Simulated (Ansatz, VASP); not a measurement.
# GaN: VASP beside Ansatz

```xyz
2
Lattice="0.0112 2.2548 2.2548 2.2548 0.0112 2.2548 2.2548 2.2548 0.0112" Properties=species:S:1:pos:R:3 pbc="T T T"
Ga    0.0017    0.0017    0.0017
N     1.1285    1.1285    1.1285
```

Change from the starting cell: equal xy, yz and zx engineering shears of +0.5 %.

Alike in both runs: functional PBEsol; k mesh 8 × 8 × 8; non-collinear spin, spin-orbit coupling.

Ansatz relaxed the structure, and its values are those at the end. VASP's run is a single point on that final structure, the one shown.

|  | VASP | Ansatz |
| --- | --- | --- |
| version | VASP 6.6.1 | Ansatz 0.2.0 |
| potentials or method | VASP PAW PBE potentials, release 64 (Ga_d, N), cutoff 520 eV | all-electron LAPW |
| occupations | gaussian, width 0.01 eV | fixed |

Ansatz gave:

| Quantity | Value |
| --- | --- |
| pressure (GPa) | -0.1 |
| net moment per atom (μB) | 0.00 |

Q: Estimate VASP's values.

A: Pressure (GPa): -0.3; net moment per atom (μB): 0.00.

VASP's potentials were made for PBE, not for PBEsol. Ansatz ran all-electron here, and VASP with PAW potentials.
